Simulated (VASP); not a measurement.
Crystal: BiIr.

```
Ir Bi
1.0
     0.00000    3.06748    3.06748
     3.06748    0.00000    3.06748
     3.06748    3.06748    0.00000
Ir Bi
1 1
Cartesian
  0.0000 0.0000 0.0000
  1.5337 1.5337 1.5337
```

Base run:

| Property | Result |
| --- | --- |
| Program | VASP 6.6.1 |
| Functional | PBE |
| Potentials or basis | VASP PAW PBE potentials, release 64 (Ir, Bi_d) |
| Cutoff | 500 eV |
| k mesh | 15 × 15 × 15 |
| Occupations | gaussian, width 0.05 eV |
| Spin | no spin polarisation |

Its results: band gap on the k mesh zero (bands 12 and 13 overlap by 2.88 eV); pressure 0.0 GPa.

Task: The run is repeated on the same cell with these changes: functional from PBE to r2SCAN; cutoff from 500 eV to 550 eV; k mesh from 15 × 15 × 15 to 10 × 10 × 10. What comes out?

Result: Band gap on the k mesh zero (bands 12 and 13 overlap by 3.15 eV); pressure -2.2 GPa.

Several settings changed at once.

Caveats: spin-orbit coupling is left out, which moves the levels of the heavy elements; the PAW data sets were made with another functional, which shifts forces and pressure a little (at least some runs).
